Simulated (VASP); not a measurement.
**YW: relaxation of cell and atoms with PBE**

Crystal: YW.

```xyz
2
Lattice="0.0000 2.7891 2.7891 2.7891 0.0000 2.7891 2.7891 2.7891 0.0000" Properties=species:S:1:pos:R:3 pbc="T T T"
Y     0.0000    0.0000    0.0000
W     2.7891    2.7891    2.7891
```

- Program: VASP 6.6.1
- Task: relaxation of cell and atoms
- Functional: PBE
- Potentials or basis: VASP PAW PBE potentials, release 64 (Y_sv, W_sv)
- Cutoff: 600 eV
- k mesh: 6 × 6 × 6
- Occupations: gaussian, width 0.1 eV
- Spin: no spin polarisation
- Dipole correction: no
- Further INCAR settings: ALGO = Fast; EDIFF = 1e-06; IBRION = 2; EDIFFG = -0.04; NSW = 90; ISIF = 3

* Relaxed volume: 24.59 Å³/atom
* Relaxed cell: a = 4.113 Å, b = 4.113 Å, c = 4.113 Å, α = 60.00°, β = 60.00°, γ = 60.00°
* Space group after relaxing (to 0.05 Å): Fm-3m (No. 225)
* Energy gained by relaxing: 91.9 meV/atom
* Ionic steps: 3
* Pressure after relaxing: -0.1 GPa

The path:
| step | energy change (eV) | largest force (eV/Å) | pressure (GPa) | volume (Å³) |
| --- | --- | --- | --- | --- |
| 1 | 0.0000 | 0.0000 | 11.47 | 43.39 |
| 2 | -0.0994 | 0.0000 | -5.31 | 53.90 |
| 3 | -0.1837 | 0.0000 | -0.05 | 49.19 |

Final structure:
```
CELL_PARAMETERS angstrom
0.00000 2.90807 2.90807
2.90807 0.00000 2.90807
2.90807 2.90807 0.00000
ATOMIC_POSITIONS crystal
Y 0.00000 0.00000 0.00000
W 0.50000 0.50000 0.50000
```

Levels at points of the mesh, in eV from the Fermi level:
```tsv
k point	band 8	band 9	band 10	band 11	band 12	band 13	band 14	band 15	band 16
(0.00, 0.00, 0.00)	-21.21	-5.55	-1.64	-1.64	-1.48	-1.48	-1.48	6.14	6.14
(0.50, 0.00, 0.00)	-21.28	-2.29	-1.57	0.01	0.01	1.02	1.02	1.74	1.74
(0.50, 0.50, 0.00)	-21.26	-2.84	-2.63	-0.88	-0.63	0.66	1.30	1.30	5.11
```

It took 73 s on 1 thread of Intel(R) Xeon(R) Platinum 8259CL CPU @ 2.50GHz (Skylake/Cascade Lake), with other jobs on the host, peak memory 0.2 GiB.

Caveat: spin-orbit coupling is left out, which moves the levels of the heavy elements.
